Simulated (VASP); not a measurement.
Input of a VASP 6.6.1 run:

The input INCAR:

```
SYSTEM = Mo
PREC     = Accurate       ! precision mode
ENCUT    = 520            ! plane-wave cutoff, eV
EDIFF    = 1E-6           ! SCF threshold, eV
ISMEAR   = 0              ! smearing method
SIGMA    = 0.05           ! smearing width, eV
LREAL    = .FALSE.        ! projectors in reciprocal space
LASPH    = .TRUE.         ! aspherical terms in the spheres
NELM     = 100            ! most SCF steps
ALGO     = Fast           ! electronic algorithm
ISIF     = 2              ! what is computed and relaxed
LWAVE    = .FALSE.        ! write WAVECAR
LCHARG   = .FALSE.        ! write CHGCAR
GGA      = PE             ! functional
NBANDS   = 21             ! bands
```

Contents of KPOINTS:

```
Automatic mesh
0
G
  18 18 10
  0 0 0
```

File POSCAR:

```
Mo
1.0
    2.7561815230      0.0000000000      0.0000000000
   -1.3780907615      2.3869232163      0.0000000000
    0.0000000000      0.0000000000      4.8996772361
Mo
2
Direct
    0.3333333333      0.6666666667      0.7500000000
    0.6666666667      0.3333333333      0.2500000000
```

Potentials or basis: VASP PAW PBE potentials, release 64 (Mo_sv).

Run with:

```sh
$ cat potpaw_PBE.64/Mo_sv/POTCAR > POTCAR
$ mpirun -np 1 vasp_std > vasp.out
```

Problem. What does it give for the pressure?

Solution. 0.5 GPa.

Problem. Predict the band gap on the k mesh.

Solution. Zero (band 14 reaches 13.06 eV, above the bottom of band 15 at 11.21 eV).

Stress tensor (GPa, compression positive):
```
0.50 0.00 0.00
0.00 0.50 0.00
0.00 0.00 0.37
```
